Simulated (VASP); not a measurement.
**HgTe: single point with PBEsol**

HgTe:

```
Hg Te
1.0
     0.00000    3.20973    3.20973
     3.20973    0.00000    3.20973
     3.20973    3.20973    0.00000
Hg Te
1 1
Direct
  0.00000 0.00000 0.00000
  0.25000 0.25000 0.25000
```

- Program: VASP 6.6.1
- Task: single point
- Functional: PBEsol
- Potentials or basis: VASP PAW PBE potentials, release 64 (Hg, Te)
- Cutoff: 520 eV
- k mesh: 12 × 12 × 12
- Occupations: gaussian, width 0.1 eV
- Spin: no spin polarisation
- Dipole correction: no
- Further INCAR settings: ALGO = Normal; EDIFF = 1e-06; NBANDS = 16

| Property | Result |
| --- | --- |
| Pressure | 2.1 GPa |
| Band gap on the k mesh | zero (filled and empty bands touch) |

Levels at points of the mesh, in eV from the Fermi level:
```csv
k point,band 7,band 8,band 9,band 10,band 11,band 12
"(0.00, 0.00, 0.00)",-0.81,-0.06,-0.06,-0.06,4.08,4.08
"(0.50, 0.00, 0.00)",-5.74,-1.10,-1.10,0.58,4.90,4.90
"(0.50, 0.50, 0.00)",-5.64,-2.45,-2.45,1.77,2.26,8.12
```

Run time: 110 s on 1 thread of Intel(R) Xeon(R) Platinum 8259CL CPU @ 2.50GHz (Skylake/Cascade Lake), with other jobs on the host, peak memory 0.25 GiB.

Caveat: semilocal functionals underestimate gaps, so a narrow gap can read as zero; the PAW data sets were made with another functional, which shifts forces and pressure a little; spin-orbit coupling is left out, which moves the levels of the heavy elements.
